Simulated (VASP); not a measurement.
# Cd (Fddd) in VASP: relaxation of cell and atoms with PBE

Aim: the relaxation of cell and atoms of Cd with PBE.

Everything below comes from runs of VASP 6.6.1. Logs are shortened: lines on timing, memory, paths and dates and some standing lists are left out, and cuts for length are marked.

### 1 The cell of the first run

The structure is orthorhombic, space group Fddd (No. 70). The conventional cell has a = 4.954 Å, b = 5.095 Å, c = 6.961 Å, α = 90.00°, β = 90.00°, γ = 90.00°. Cd (site symmetry 222) has 4 Cd at 2.49 Å within 3.3 Å.

The cell was generated, and may not be a known phase.

### 2 Relaxation of cell and atoms, PBE

File INCAR:

```
SYSTEM = Cd
PREC     = Accurate       ! precision mode
ENCUT    = 630            ! plane-wave cutoff, eV
EDIFF    = 1E-7           ! SCF threshold, eV
ISMEAR   = 0              ! smearing method
SIGMA    = 0.1            ! smearing width, eV
LREAL    = .False.        ! projectors in reciprocal space
LASPH    = .True.         ! aspherical terms in the spheres
NELM     = 120            ! most SCF steps
ALGO     = Normal         ! electronic algorithm
ISIF     = 3              ! what is computed and relaxed
LWAVE    = .False.        ! write WAVECAR
LCHARG   = .False.        ! write CHGCAR
GGA      = PE             ! functional
IBRION   = 2              ! ionic algorithm
NSW      = 90             ! ionic steps
EDIFFG   = -0.04          ! ionic threshold
GGA_COMPAT= .False.      
NELMIN   = 4
```

File KPOINTS:

```
Automatic mesh
0
Gamma
  6 6 6
  0 0 0
```

File POSCAR:

```
Cd
1.0
    0.0000000000      2.5474692600      3.4807231900
    2.4771989800      0.0000000000      3.4807231900
    2.4771989800      2.5474692600      0.0000000000
Cd
2
Direct
    0.2500000000      0.2500000000      0.2500000000
    0.0000000000      0.0000000000      0.0000000000
```

Potentials or basis: VASP PAW PBE potentials, release 64 (Cd_sv_GW).

Command:

```bash
$ cat potpaw_PBE.64/Cd_sv_GW/POTCAR > POTCAR
$ mpirun -np 1 vasp_std > vasp.out
```

OUTCAR:

```text
SYSTEM = Cd
   PREC = Accurate
   ENCUT = 630
   EDIFF = 1E-7
   ISMEAR = 0
   LREAL = .False.
   LASPH = .True.
   NELM = 120
   ISIF = 3
   GGA = PE
   IBRION = 2
   NSW = 90
   EDIFFG = -0.04
   NELMIN = 4

 ion  position               nearest neighbor table
   1  0.250  0.250  0.250-   2 2.49   2 2.49   2 2.49   2 2.49
   2  0.000  0.000  0.000-   1 2.49   1 2.49   1 2.49   1 2.49

  LATTYP: Found a face centered orthorhombic cell.
 ALAT       =     4.9543979600
 B/A-ratio  =     1.0283668291
 C/A-ratio  =     1.4051044014

  Lattice vectors:

 A1 = (   0.0000000000,   2.5474692600,   3.4807231900)
 A2 = (   2.4771989800,   0.0000000000,   3.4807231900)
 A3 = (   2.4771989800,   2.5474692600,   0.0000000000)

Analysis of symmetry for initial positions (statically):
=====================================================================
 Subroutine PRICEL returns:
 Original cell was already a primitive cell.

 Routine SETGRP: Setting up the symmetry group for a
 face centered orthorhombic supercell.

 Subroutine GETGRP returns: Found  8 space group operations
 (whereof  4 operations were pure point group operations)
 out of a pool of  8 trial point group operations.

The static configuration has the point symmetry D_2 .
 The point group associated with its full space group is D_2h.

Analysis of symmetry for dynamics (positions and initial velocities):
=====================================================================
 Subroutine PRICEL returns:
 Original cell was already a primitive cell.

 Routine SETGRP: Setting up the symmetry group for a
 face centered orthorhombic supercell.

 Subroutine GETGRP returns: Found  8 space group operations
 (whereof  4 operations were pure point group operations)
 out of a pool of  8 trial point group operations.

The dynamic configuration has the point symmetry D_2 .
 The point group associated with its full space group is D_2h.

 Subroutine INISYM returns: Found  8 space group operations
 (whereof  4 operations are pure point group operations),
 and found     1 'primitive' translations

----------------------------------------------------------------------------------------

                                     Primitive cell

  volume of cell :      43.9308

  direct lattice vectors                    reciprocal lattice vectors
     0.000000000  2.547469260  3.480723190    -0.201840871  0.196273222  0.143648309
     2.477198980  0.000000000  3.480723190     0.201840871 -0.196273222  0.143648309
     2.477198980  2.547469260  0.000000000     0.201840871  0.196273222 -0.143648309

  length of vectors
     4.313355255  4.272229946  3.553324418     0.316066056  0.316066056  0.316066056

  position of ions in fractional coordinates (direct lattice)
     0.250000000  0.250000000  0.250000000
     0.000000000  0.000000000  0.000000000

  ion indices of the primitive-cell ions
   primitive index   ion index
                 1           1
                 2           2

----------------------------------------------------------------------------------------

 KPOINTS: Automatic mesh

Automatic generation of k-mesh.
 Grid dimensions read from file:
 generate k-points for:    6    6    6

 Generating k-lattice:

  Cartesian coordinates                     Fractional coordinates (reciprocal lattice)
    -0.033640145  0.032712204  0.023941385     0.166666667  0.000000000  0.000000000
     0.033640145 -0.032712204  0.023941385    -0.000000000  0.166666667 -0.000000000
     0.033640145  0.032712204 -0.023941385     0.000000000  0.000000000  0.166666667

  Length of vectors
     0.052677676  0.052677676  0.052677676

  Shift w.r.t. Gamma in fractional coordinates (k-lattice)
     0.000000000  0.000000000  0.000000000

 Subroutine IBZKPT returns following result:
 ===========================================

 Found     46 irreducible k-points:

 Following reciprocal coordinates:
            Coordinates               Weight
  0.000000  0.000000  0.000000      1.000000
  0.166667 -0.000000  0.000000      8.000000
  0.333333 -0.000000  0.000000      8.000000
  0.500000  0.000000  0.000000      4.000000
  0.166667  0.166667  0.000000      2.000000
  0.333333  0.166667 -0.000000      8.000000
[... 16 lines left out ...]
 -0.166667  0.166667  0.166667      8.000000
  0.500000  0.333333  0.166667      4.000000
 [... further k-points ...]
   k-points           NKPTS =     46   k-points in BZ     NKDIM =     46   number of bands    NBANDS=     24
   number of dos      NEDOS =    301   number of ions     NIONS =      2
   total plane-waves  NPLWV =  38880
   dimension x,y,z NGX =    36 NGY =   36 NGZ =   30
   dimension x,y,z NGXF=    72 NGYF=   72 NGZF=   60
   ions per type =               2
   NGX,Y,Z   is equivalent  to a cutoff of  13.88, 14.01, 14.04 a.u.
   NGXF,Y,Z  is equivalent  to a cutoff of  27.75, 28.02, 28.07 a.u.
 SYSTEM =  Cd
   PREC   = accura    normal or accurate (medium, high low for compatibility)
   ISTART =      0    job   : 0-new  1-cont  2-samecut
   ICHARG =      2    charge: 1-file 2-atom 10-const
   ISPIN  =      1    spin polarized calculation?
   LNONCOLLINEAR =      F non collinear calculations
   LSORBIT =      F    spin-orbit coupling
   LASPH  =      T    aspherical Exc in radial PAW
   ENCUT  =  630.0 eV  46.30 Ry    6.80 a.u.   8.83  8.74  7.27*2*pi/ulx,y,z
   NELM   =    120;   NELMIN=  4; NELMDL= -5     # of ELM steps
   EDIFF  = 0.1E-06   stopping-criterion for ELM
   LREAL  =      F    real-space projection
   EDIFFG = -.4E-01   stopping-criterion for IOM
   NSW    =     90    number of steps for IOM
   IBRION =      2    ionic relax: 0-MD 1-quasi-New 2-CG
   NFREE  =      1    steps in history (QN), initial steepest desc. (CG)
   ISIF   =      3    stress and relaxation
   ISYM   =      2    0-nonsym 1-usesym 2-fastsym
   POTIM  = 0.5000    time-step for ionic-motion
   TEBEG  =    0.0;   TEEND  =   0.0 temperature during run
   PSTRESS=    0.0 pullay stress
   NELECT =      40.0000    total number of electrons
   NUPDOWN=      -1.0000    fix difference up-down
   EMIN   =  10.00;   EMAX   =-10.00  energy-range for DOS
   EFERMI =   0.00;   METHOD = LEGACY
   ISMEAR =     0;   SIGMA  =   0.10  broadening in eV -4-tet -1-fermi 0-gaus
   EFERMI_NEDOS =   21; number of points for ismear=-14 and -15
   IALGO  =     38    algorithm
   IMIX   =      4    mixing-type and parameters
     AMIX     =   0.40;   BMIX     =  1.00
     AMIX_MAG =   1.60;   BMIX_MAG =  1.00
  volume/ion in A,a.u.               =      21.97       148.23
  Fermi-wavevector in a.u.,A,eV,Ry     =   1.586737  2.998499 34.255871  2.517736
  Thomas-Fermi vector in A             =   2.686003
   LORBIT       =      0    0 simple, 1 ext, 2 COOP (PROOUT), +10 PAW based schemes
   GGA     = PE    functional components
   LHFCALC =     F    Hartree Fock is set to
   AEXX    =    0.0000 exact exchange contribution
   IVDW    =     0    specifies the selected vdW correction
   LEPSILON=     F    determine dielectric tensor
   LRPA    =     F    only Hartree local field effects (RPA)
 conjugate gradient relaxation of ions
 non-spin polarized calculation
 Gauss-broadening in eV      SIGMA  =   0.10
  energy-cutoff  :      630.00
  volume of cell :       43.93
 maximum number of plane-waves:      1592
   NGX = 17   NGY = 17   NGZ = 15

--------------------------------------- Ionic step        1  -------------------------------------------

 number of electron      39.9999998 magnetization

 Free energy of the ion-electron system (eV)
  ---------------------------------------------------
  ext. energy  EPLUGINS =         0.00000000
  ---------------------------------------------------
  free energy    TOTEN  =         0.27279059 eV

  energy without entropy =        0.27801185  energy(sigma->0) =        0.27540122

 E-fermi :   6.1638     XC(G=0): -10.9816

 val. band max:        6.1243445108   @ k =  -0.3333   0.1667  -0.0000
 cond. band min:       6.1965287065   @ k =  -0.1667   0.3333   0.5000
 fundamental gap:      0.0721841957
 Fermi energy:         6.1638423258

 k-point     1 :       0.0000    0.0000    0.0000
  band No.  band energies     occupation
      1     -97.2915      2.00000
      2     -97.2331      2.00000
      3     -58.4882      2.00000
      4     -58.3514      2.00000
      5     -58.3437      2.00000
      6     -58.2356      2.00000
[... 637 lines left out ...]
     23      16.3271      0.00000
     24      16.9631      0.00000

 [... further k-points ...]

------------------------ aborting loop because EDIFF is reached ----------------------------------------

  FORCE on cell =-STRESS in cart. coord.  units (eV):
  Direction    XX          YY          ZZ          XY          YZ          ZX
  --------------------------------------------------------------------------------------
  -------------------------------------------------------------------------------------
  Total        5.2506371      5.7660502     12.2805063      0.0000000      0.0000000      0.0000000
  in kB      191.4931581    210.2905109    447.8757300      0.0000000      0.0000000      0.0000000
  external PRESSURE =     283.2197997 kB  Pullay stress =       0.0000000 kB
[... 89 lines left out ...]
  FREE ENERGIE OF THE ION-ELECTRON SYSTEM (eV)
  ---------------------------------------------------
  free  energy   TOTEN  =        -0.9720163904 eV

  energy  without entropy=       -0.9689895811  energy(sigma->0) =       -0.97050299

 E-fermi :   3.9251     XC(G=0):  -9.7366

 val. band max:        3.8645859435   @ k =  -0.3333   0.3333   0.1667
 cond. band min:       3.9567850640   @ k =   0.1667  -0.0000   0.0000
 fundamental gap:      0.0921991205
 Fermi energy:         3.9251391718

 k-point     1 :       0.0000    0.0000    0.0000
  band No.  band energies     occupation
      1     -98.9072      2.00000
      2     -98.8999      2.00000
      3     -60.0126      2.00000
      4     -59.9486      2.00000
      5     -59.9467      2.00000
      6     -59.9427      2.00000
[... 637 lines left out ...]
     23      11.5882      0.00000
     24      12.4530      0.00000

 [... further k-points ...]

[... ionic steps 4 to 18 ...]

--------------------------------------- Ionic step       19  -------------------------------------------

 number of electron      39.9999996 magnetization

------------------------ aborting loop because EDIFF is reached ----------------------------------------

  FORCE on cell =-STRESS in cart. coord.  units (eV):
  Direction    XX          YY          ZZ          XY          YZ          ZX
  --------------------------------------------------------------------------------------
  -------------------------------------------------------------------------------------
  Total        0.0272361      0.0264341     -0.1341756      0.0000000      0.0000000      0.0000000
  in kB        0.9017609      0.8752078     -4.4424175      0.0000000      0.0000000      0.0000000
  external PRESSURE =      -0.8884830 kB  Pullay stress =       0.0000000 kB
[... 57 lines left out ...]
  energy  without entropy=       -1.2700493638  energy(sigma->0) =       -1.27334548

--------------------------------------- Ionic step       21  -------------------------------------------

 number of electron      40.0000000 magnetization

 Free energy of the ion-electron system (eV)
  ---------------------------------------------------
  ext. energy  EPLUGINS =         0.00000000
  ---------------------------------------------------
  free energy    TOTEN  =        -1.27683890 eV

  energy without entropy =       -1.27013725  energy(sigma->0) =       -1.27348808

 E-fermi :   5.4208     XC(G=0): -10.5917

 val. band max:        5.3160030846   @ k =   0.0000   0.1667   0.1667
 cond. band min:       5.4699568383   @ k =  -0.1667   0.3333   0.5000
 fundamental gap:      0.1539537537
 Fermi energy:         5.4208260487

 k-point     1 :       0.0000    0.0000    0.0000
  band No.  band energies     occupation
      1     -97.6879      2.00000
      2     -97.6813      2.00000
      3     -58.7797      2.00000
      4     -58.7249      2.00000
      5     -58.7232      2.00000
      6     -58.7146      2.00000
[... 637 lines left out ...]
     23      11.2875      0.00000
     24      14.7650      0.00000

 [... further k-points ...]

------------------------ aborting loop because EDIFF is reached ----------------------------------------

  FORCE on cell =-STRESS in cart. coord.  units (eV):
  Direction    XX          YY          ZZ          XY          YZ          ZX
  --------------------------------------------------------------------------------------
  -------------------------------------------------------------------------------------
  Total       -0.0125101      0.0241814     -0.0574576      0.0000000      0.0000000      0.0000000
  in kB       -0.4132551      0.7988023     -1.8980416      0.0000000      0.0000000      0.0000000
  external PRESSURE =      -0.5041648 kB  Pullay stress =       0.0000000 kB
[... 17 lines left out ...]
  FREE ENERGIE OF THE ION-ELECTRON SYSTEM (eV)
  ---------------------------------------------------
  free  energy   TOTEN  =        -1.2768389004 eV

  energy  without entropy=       -1.2701372548  energy(sigma->0) =       -1.27348808

 reached required accuracy - stopping structural energy minimisation
```

Wall time 8.3 min (1 thread of Intel Xeon 6975P-C (Granite Rapids), shared host); peak memory 0.25 GiB.

What came out:

| Property | Result |
| --- | --- |
| Free energy | -1.2768 eV |
| Relaxed volume | 24.25 Å³/atom |
| Relaxed cell | a = 5.347 Å, b = 5.283 Å, c = 3.177 Å, α = 73.71°, β = 71.52°, γ = 34.77° |
| Space group after relaxing (to 0.1 Å) | Fddd (No. 70) |
| Energy gained by relaxing | 774.8 meV/atom |
| Ionic steps | 21 |
| Pressure after relaxing | -0.1 GPa |
| Band gap on the k mesh | zero (bands 20 and 21 overlap by 3.28 eV) |

Stress tensor (GPa, compression positive):
```
-0.04  0.00  0.00
 0.00  0.08  0.00
 0.00  0.00 -0.19
```

Step by step:
| step | energy change (eV) | largest force (eV/Å) | pressure (GPa) | volume (Å³) |
| --- | --- | --- | --- | --- |
| 1 | 0.0000 | 0.0000 | 28.32 | 43.93 |
| 2 | -1.0768 | 0.0000 | -3.68 | 73.08 |
| 3 | -1.2448 | 0.0000 | -0.51 | 60.46 |
| 4 | -1.2445 | 0.0000 | -1.15 | 61.60 |
| 5 | -1.2453 | 0.0000 | -0.90 | 61.13 |
| 6 | -1.3007 | 0.0000 | -0.96 | 60.07 |
| 7 | -1.4435 | 0.0000 | -0.93 | 56.59 |
| 8 | -1.5049 | 0.0000 | -3.73 | 48.50 |
| 9 | -1.5260 | 0.0000 | -1.14 | 53.59 |
| 10 | -1.5344 | 0.0000 | -1.59 | 51.94 |
| 11 | -1.5343 | 0.0000 | -1.39 | 52.53 |
| 12 | -1.5286 | 0.0000 | 2.19 | 48.62 |
| 13 | -1.5418 | 0.0000 | 0.05 | 50.82 |
| 14 | -1.5432 | 0.0000 | -0.02 | 50.42 |
| 15 | -1.5481 | 0.0000 | -0.35 | 49.33 |
| 16 | -1.5306 | 0.0000 | -0.36 | 47.08 |
| 17 | -1.5490 | 0.0000 | -0.41 | 48.99 |
| 18 | -1.5491 | 0.0000 | -0.42 | 48.85 |
| 19 | -1.5494 | 0.0000 | -0.09 | 48.39 |
| 20 | -1.5494 | 0.0000 | -0.17 | 48.50 |
| 21 | -1.5496 | 0.0000 | -0.05 | 48.50 |

Final structure:
```cif
data_structure
_symmetry_space_group_name_H-M 'P 1'
_symmetry_Int_Tables_number 1
_cell_length_a 5.3468
_cell_length_b 5.2833
_cell_length_c 3.1766
_cell_angle_alpha 73.709
_cell_angle_beta 71.522
_cell_angle_gamma 34.769
_cell_volume 48.50
loop_
_atom_site_label
_atom_site_type_symbol
_atom_site_fract_x
_atom_site_fract_y
_atom_site_fract_z
_atom_site_occupancy
Cd1 Cd 0.25000 0.25000 0.25000 1
Cd2 Cd 0.00000 0.00000 0.00000 1
```

Caveat: a cell axis changed by over 15 % at a fixed basis, so the end point is rough.

The gap in the log of VASP goes by the Fermi energy; the results here count the filled bands.